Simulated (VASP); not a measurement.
# Ca in VASP: a series of runs

The runs below take Ca through single point, with PBE.

Program: VASP 6.6.1. These are calculated values, not measurements. Logs are shortened: lines on timing, memory, paths and dates and some standing lists are left out, and cuts for length are marked.

## (1) The cell of the first run

The structure is hexagonal, space group P6_3/mmc (No. 194). Conventional cell: a = 3.980 Å, b = 3.980 Å, c = 6.520 Å, α = 90.00°, β = 90.00°, γ = 120.00°. Ca (site symmetry -6m2) has 12 Ca at 3.98 to 3.99 Å within 5.2 Å.

This isn't the form of Ca at room conditions, which is fcc.

## (2) Single point, PBE

Contents of INCAR:

```
PREC = Accurate
ENCUT = 520
EDIFF = 1E-7
ISMEAR = 0
SIGMA = 0.05
LREAL = F
LASPH = T
NELM = 100
ALGO = Normal
ISIF = 2
LWAVE = F
LCHARG = T
GGA = PE
LELF = T
LVHAR = T
NBANDS = 17
```

Contents of KPOINTS:

```
Automatic mesh
0
Gamma
  12 12 6
```

Contents of POSCAR:

```
Ca
1.0
    3.9800000000      0.0000000000      0.0000000000
   -1.9900000000      3.4467811071      0.0000000000
    0.0000000000      0.0000000000      6.5200000000
Ca
2
Direct
    0.3333333333      0.6666666667      0.2500000000
    0.6666666667      0.3333333333      0.7500000000
```

Potentials or basis: VASP PAW PBE potentials, release 64 (Ca_sv).

Command:

```
$ cat potpaw_PBE.64/Ca_sv/POTCAR > POTCAR
$ mpirun -np 1 vasp_std > vasp.out
```

OUTCAR:

```text
PREC = Accurate
   ENCUT = 520
   EDIFF = 1E-7
   ISMEAR = 0
   LREAL = F
   LASPH = T
   NELM = 100
   ISIF = 2
   GGA = PE

 ion  position               nearest neighbor table
   1  0.333  0.667  0.250-
   2  0.667  0.333  0.750-

  LATTYP: Found a hexagonal cell.
 ALAT       =     3.9800000000
 C/A-ratio  =     1.6381909548

  Lattice vectors:

 A1 = (   3.9800000000,   0.0000000000,   0.0000000000)
 A2 = (  -1.9900000000,   3.4467811071,   0.0000000000)
 A3 = (   0.0000000000,   0.0000000000,   6.5200000000)

Analysis of symmetry for initial positions (statically):
=====================================================================
 Subroutine PRICEL returns:
 Original cell was already a primitive cell.

 Routine SETGRP: Setting up the symmetry group for a
 hexagonal supercell.

 Subroutine GETGRP returns: Found 24 space group operations
 (whereof 12 operations were pure point group operations)
 out of a pool of 24 trial point group operations.

The static configuration has the point symmetry D_3d.
 The point group associated with its full space group is D_6h.

Analysis of symmetry for dynamics (positions and initial velocities):
=====================================================================
 Subroutine PRICEL returns:
 Original cell was already a primitive cell.

 Routine SETGRP: Setting up the symmetry group for a
 hexagonal supercell.

 Subroutine GETGRP returns: Found 24 space group operations
 (whereof 12 operations were pure point group operations)
 out of a pool of 24 trial point group operations.

The dynamic configuration has the point symmetry D_3d.
 The point group associated with its full space group is D_6h.

 Subroutine INISYM returns: Found 24 space group operations
 (whereof 12 operations are pure point group operations),
 and found     1 'primitive' translations

----------------------------------------------------------------------------------------

                                     Primitive cell

  volume of cell :      89.4426

  direct lattice vectors                    reciprocal lattice vectors
     3.980000000  0.000000000  0.000000000     0.251256281  0.145062882  0.000000000
    -1.990000000  3.446781107  0.000000000     0.000000000  0.290125763  0.000000000
     0.000000000  0.000000000  6.520000000     0.000000000  0.000000000  0.153374233

  length of vectors
     3.980000000  3.980000000  6.520000000     0.290125763  0.290125763  0.153374233

  position of ions in fractional coordinates (direct lattice)
     0.333333333  0.666666667  0.250000000
     0.666666667  0.333333333  0.750000000

  ion indices of the primitive-cell ions
   primitive index   ion index
                 1           1
                 2           2

----------------------------------------------------------------------------------------

 KPOINTS: Automatic mesh

Automatic generation of k-mesh.
 Grid dimensions read from file:
 generate k-points for:   12   12    6

 Generating k-lattice:

  Cartesian coordinates                     Fractional coordinates (reciprocal lattice)
     0.020938023  0.012088573  0.000000000     0.083333333  0.000000000  0.000000000
     0.000000000  0.024177147  0.000000000     0.000000000  0.083333333  0.000000000
     0.000000000  0.000000000  0.025562372     0.000000000  0.000000000  0.166666667

  Length of vectors
     0.024177147  0.024177147  0.025562372

  Shift w.r.t. Gamma in fractional coordinates (k-lattice)
     0.000000000  0.000000000  0.000000000

 Subroutine IBZKPT returns following result:
 ===========================================

 Found     76 irreducible k-points:

 Following reciprocal coordinates:
            Coordinates               Weight
  0.000000  0.000000  0.000000      1.000000
  0.083333 -0.000000  0.000000      6.000000
  0.166667  0.000000  0.000000      6.000000
  0.250000  0.000000  0.000000      6.000000
  0.333333  0.000000  0.000000      6.000000
  0.416667  0.000000  0.000000      6.000000
[... 16 lines left out ...]
  0.250000  0.000000  0.166667     12.000000
  0.333333  0.000000  0.166667     12.000000
 [... further k-points ...]
   k-points           NKPTS =     76   k-points in BZ     NKDIM =     76   number of bands    NBANDS=     17
   number of dos      NEDOS =    301   number of ions     NIONS =      2
   total plane-waves  NPLWV =  43200
   dimension x,y,z NGX =    30 NGY =   30 NGZ =   48
   dimension x,y,z NGXF=    60 NGYF=   60 NGZF=   96
   ions per type =               2
   NGX,Y,Z   is equivalent  to a cutoff of  12.53, 12.53, 12.24 a.u.
   NGXF,Y,Z  is equivalent  to a cutoff of  25.06, 25.06, 24.48 a.u.
 SYSTEM =  unknown system
   PREC   = accura    normal or accurate (medium, high low for compatibility)
   ISTART =      0    job   : 0-new  1-cont  2-samecut
   ICHARG =      2    charge: 1-file 2-atom 10-const
   ISPIN  =      1    spin polarized calculation?
   LNONCOLLINEAR =      F non collinear calculations
   LSORBIT =      F    spin-orbit coupling
   LASPH  =      T    aspherical Exc in radial PAW
   ENCUT  =  520.0 eV  38.22 Ry    6.18 a.u.   7.40  7.40 12.12*2*pi/ulx,y,z
   NELM   =    100;   NELMIN=  2; NELMDL= -5     # of ELM steps
   EDIFF  = 0.1E-06   stopping-criterion for ELM
   LREAL  =      F    real-space projection
   EDIFFG = 0.1E-05   stopping-criterion for IOM
   NSW    =      0    number of steps for IOM
   IBRION =     -1    ionic relax: 0-MD 1-quasi-New 2-CG
   NFREE  =      0    steps in history (QN), initial steepest desc. (CG)
   ISIF   =      2    stress and relaxation
   ISYM   =      2    0-nonsym 1-usesym 2-fastsym
   POTIM  = 0.5000    time-step for ionic-motion
   TEBEG  =    0.0;   TEEND  =   0.0 temperature during run
   PSTRESS=    0.0 pullay stress
   NELECT =      20.0000    total number of electrons
   NUPDOWN=      -1.0000    fix difference up-down
   EMIN   =  10.00;   EMAX   =-10.00  energy-range for DOS
   EFERMI =   0.00;   METHOD = LEGACY
   ISMEAR =     0;   SIGMA  =   0.05  broadening in eV -4-tet -1-fermi 0-gaus
   EFERMI_NEDOS =   21; number of points for ismear=-14 and -15
   IALGO  =     38    algorithm
   IMIX   =      4    mixing-type and parameters
     AMIX     =   0.40;   BMIX     =  1.00
     AMIX_MAG =   1.60;   BMIX_MAG =  1.00
  volume/ion in A,a.u.               =      44.72       301.79
  Fermi-wavevector in a.u.,A,eV,Ry     =   0.993657  1.877740 13.433783  0.987355
  Thomas-Fermi vector in A             =   2.125555
   LORBIT       =      0    0 simple, 1 ext, 2 COOP (PROOUT), +10 PAW based schemes
   GGA     = PE    functional components
   LHFCALC =     F    Hartree Fock is set to
   AEXX    =    0.0000 exact exchange contribution
   IVDW    =     0    specifies the selected vdW correction
   LEPSILON=     F    determine dielectric tensor
   LRPA    =     F    only Hartree local field effects (RPA)
 non-spin polarized calculation
 Gauss-broadening in eV      SIGMA  =   0.05
  energy-cutoff  :      520.00
  volume of cell :       89.44
 maximum number of plane-waves:      2442
 NGX is ok and might be reduce to    30
   NGX = 15   NGY = 15   NGZ = 25

 number of electron      20.0000006 magnetization

 Free energy of the ion-electron system (eV)
  ---------------------------------------------------
  ext. energy  EPLUGINS =         0.00000000
  ---------------------------------------------------
  free energy    TOTEN  =        -3.84264968 eV

  energy without entropy =       -3.83981816  energy(sigma->0) =       -3.84123392

 E-fermi :   1.7997     XC(G=0):  -7.5575

 val. band max:        1.7667941899   @ k =   0.3333   0.1667   0.0000
 cond. band min:       1.8048693317   @ k =   0.2500   0.0833   0.0000
 fundamental gap:      0.0380751418
 Fermi energy:         1.7997013206

 k-point     1 :       0.0000    0.0000    0.0000
  band No.  band energies     occupation
      1     -40.4052      2.00000
      2     -40.3951      2.00000
      3     -21.4349      2.00000
      4     -21.3459      2.00000
      5     -21.3459      2.00000
      6     -21.3306      2.00000
[... 9 lines left out ...]
     16       4.2734      0.00000
     17       4.6447      0.00000

 k-point     2 :       0.0833   -0.0000    0.0000
  band No.  band energies     occupation
      1     -40.4046      2.00000
      2     -40.3948      2.00000
      3     -21.4324      2.00000
      4     -21.3516      2.00000
      5     -21.3478      2.00000
      6     -21.3365      2.00000
[... 9 lines left out ...]
     16       4.3449      0.00000
     17       4.5606      0.00000

 k-point     3 :       0.1667    0.0000    0.0000
  band No.  band energies     occupation
      1     -40.4029      2.00000
      2     -40.3939      2.00000
      3     -21.4255      2.00000
      4     -21.3672      2.00000
      5     -21.3526      2.00000
      6     -21.3524      2.00000
[... 9 lines left out ...]
     16       4.3278      0.00000
     17       4.4234      0.00000

 k-point     4 :       0.2500    0.0000    0.0000
  band No.  band energies     occupation
      1     -40.4004      2.00000
      2     -40.3929      2.00000
      3     -21.4150      2.00000
      4     -21.3886      2.00000
      5     -21.3738      2.00000
      6     -21.3590      2.00000
[... 9 lines left out ...]
     16       4.5757      0.00000
     17       4.6158      0.00000
[... 343 lines left out ...]
      1     -40.4023      2.00000
      2     -40.3945      2.00000
      3     -21.4201      2.00000
      4     -21.3653      2.00000
      5     -21.3560      2.00000
      6     -21.3514      2.00000
[... 9 lines left out ...]
     16       4.4039      0.00000
     17       4.6279      0.00000

 k-point    23 :       0.2500    0.0000    0.1667
  band No.  band energies     occupation
      1     -40.3999      2.00000
      2     -40.3934      2.00000
      3     -21.4138      2.00000
      4     -21.3841      2.00000
      5     -21.3769      2.00000
      6     -21.3577      2.00000
[... 9 lines left out ...]
     16       4.6128      0.00000
     17       4.6886      0.00000

 k-point    24 :       0.3333    0.0000    0.1667
  band No.  band energies     occupation
      1     -40.3975      2.00000
      2     -40.3924      2.00000
      3     -21.4176      2.00000
      4     -21.4000      2.00000
      5     -21.3891      2.00000
      6     -21.3638      2.00000
[... 9 lines left out ...]
     16       4.9292      0.00000
     17       4.9935      0.00000

 [... further k-points ...]

------------------------ aborting loop because EDIFF is reached ----------------------------------------

  FORCE on cell =-STRESS in cart. coord.  units (eV):
  Direction    XX          YY          ZZ          XY          YZ          ZX
  --------------------------------------------------------------------------------------
  -------------------------------------------------------------------------------------
  Total       -0.4937752     -0.4937752     -0.4403651     -0.0000000     -0.0000000      0.0000000
  in kB       -8.8449518     -8.8449518     -7.8882211     -0.0000000     -0.0000000      0.0000000
  external PRESSURE =      -8.5260416 kB  Pullay stress =       0.0000000 kB

 VOLUME and BASIS-vectors are now :
 -----------------------------------------------------------------------------
  energy-cutoff  :      520.00
  volume of cell :       89.44
      direct lattice vectors                 reciprocal lattice vectors
     3.980000000  0.000000000  0.000000000     0.251256281  0.145062882  0.000000000
    -1.990000000  3.446781107  0.000000000     0.000000000  0.290125763  0.000000000
     0.000000000  0.000000000  6.520000000     0.000000000  0.000000000  0.153374233

 POSITION                                       TOTAL-FORCE (eV/Angst)
 -----------------------------------------------------------------------------------
     -0.00000      2.29785      1.63000         0.000000     -0.000000      0.000000
      1.99000      1.14893      4.89000         0.000000      0.000000      0.000000
 -----------------------------------------------------------------------------------
    total drift:                                0.000000     -0.000000      0.000000

  FREE ENERGIE OF THE ION-ELECTRON SYSTEM (eV)
  ---------------------------------------------------
  free  energy   TOTEN  =        -3.8426496805 eV

  energy  without entropy=       -3.8398181609  energy(sigma->0) =       -3.84123392
```

Run time: 80 s. Hardware: 1 thread of Intel Xeon Platinum 8259CL at 2.50GHz (Skylake/Cascade Lake), shared host; peak memory 0.25 GiB.

Results:

```yaml
Free_energy: -3.8426 eV
Pressure: -0.9 GPa
Band_gap_on_the_k_mesh: zero (bands 10 and 11 overlap by 0.53 eV)
```

Stress tensor (GPa, compression positive):
```
-0.88  0.00  0.00
 0.00 -0.88  0.00
 0.00  0.00 -0.79
```

Levels at points of the mesh, in eV from the Fermi level:
```csv
k point,band 8,band 9,band 10,band 11,band 12,band 13
"(0.00, 0.00, 0.00)",-23.12,-3.99,-1.05,-0.27,2.17,2.19
"(0.50, 0.00, 0.00)",-23.15,-1.14,-0.73,0.23,0.37,1.29
"(0.00, 0.00, 0.50)",-23.14,-3.02,-3.02,1.33,1.33,2.18
"(0.50, 0.00, 0.50)",-23.16,-0.69,-0.69,0.03,0.03,1.40
```

## (3) Single point, PBE

Contents of INCAR:

```
SYSTEM = Ca
PREC = Accurate ; ENCUT = 520
EDIFF = 1E-6 ; ISMEAR = 0
SIGMA = 0.05 ; LREAL = .False.
LASPH = .True. ; NELM = 60
ALGO = Fast ; ISIF = 2
LWAVE = .False. ; LCHARG = .False.
GGA = PE ; NBANDS = 17
```

Contents of KPOINTS:

```
regular mesh
0
Gamma
  12 12 6
  0 0 0
```

Changes to POSCAR since step 2:

```diff
@@ -8,3 +8,3 @@
 Direct
-    0.3333333333      0.6666666667      0.2500000000
+    0.3458961474      0.6666666667      0.2500000000
     0.6666666667      0.3333333333      0.7500000000
```

Potentials or basis: VASP PAW PBE potentials, release 64 (Ca_sv).

Command:

```
$ cat potpaw_PBE.64/Ca_sv/POTCAR > POTCAR
$ mpirun -np 1 vasp_std > vasp.out
```

OUTCAR:

```text
SYSTEM = Ca
   PREC = Accurate
   ENCUT = 520
   EDIFF = 1E-6
   ISMEAR = 0
   LREAL = .False.
   LASPH = .True.
   NELM = 60
   ISIF = 2
   GGA = PE

 ion  position               nearest neighbor table
   1  0.346  0.667  0.250-
   2  0.667  0.333  0.750-

  LATTYP: Found a hexagonal cell.
 ALAT       =     3.9800000000
 C/A-ratio  =     1.6381909548

  Lattice vectors:

 A1 = (   3.9800000000,   0.0000000000,   0.0000000000)
 A2 = (  -1.9900000000,   3.4467811071,   0.0000000000)
[... 193 lines left out ...]
      5     -21.3436      2.00000
      6     -21.3298      2.00000
[... 457 lines left out ...]
      4     -21.3782      2.00000
      5     -21.3684      2.00000
      6     -21.3525      2.00000
[... 9 lines left out ...]
     16       4.3955      0.00000
     17       4.5169      0.00000

 [... further k-points ...]
[... 5 lines left out ...]
  --------------------------------------------------------------------------------------
  -------------------------------------------------------------------------------------
  Total       -0.5011124     -0.5016274     -0.4457457     -0.0441893      0.0000000      0.0000000
  in kB       -8.9763835     -8.9856075     -7.9846047     -0.7915583      0.0000000      0.0000000
  external PRESSURE =      -8.6488652 kB  Pullay stress =       0.0000000 kB

 VOLUME and BASIS-vectors are now :
 -----------------------------------------------------------------------------
  energy-cutoff  :      520.00
  volume of cell :       89.44
      direct lattice vectors                 reciprocal lattice vectors
     3.980000000  0.000000000  0.000000000     0.251256281  0.145062882  0.000000000
    -1.990000000  3.446781107  0.000000000     0.000000000  0.290125763  0.000000000
     0.000000000  0.000000000  6.520000000     0.000000000  0.000000000  0.153374233

 POSITION                                       TOTAL-FORCE (eV/Angst)
 -----------------------------------------------------------------------------------
      0.05000      2.29785      1.63000        -0.017902      0.000941      0.000000
      1.99000      1.14893      4.89000         0.017902     -0.000941     -0.000000
 -----------------------------------------------------------------------------------
    total drift:                                0.000013     -0.000000      0.000000

  FREE ENERGIE OF THE ION-ELECTRON SYSTEM (eV)
  ---------------------------------------------------
  free  energy   TOTEN  =        -3.8421988413 eV

  energy  without entropy=       -3.8393553252  energy(sigma->0) =       -3.84077708
```

It took 8.8 min on 1 thread of Intel Xeon Platinum 8259CL at 2.50GHz (Skylake/Cascade Lake), shared host; peak memory 0.49 GiB.

What came out:

| Item | Value |
| --- | --- |
| Free energy | -3.8422 eV |
| Pressure | -0.9 GPa |
| Largest force | 0.018 eV/Å |
| Band gap on the k mesh | zero (bands 10 and 11 overlap by 0.53 eV) |

Forces on the atoms (eV/Å):
```
Ca  -0.018  0.001  0.000
Ca   0.018 -0.001  0.000
```

The gap in the log of VASP goes by the Fermi energy; the results here count the filled bands.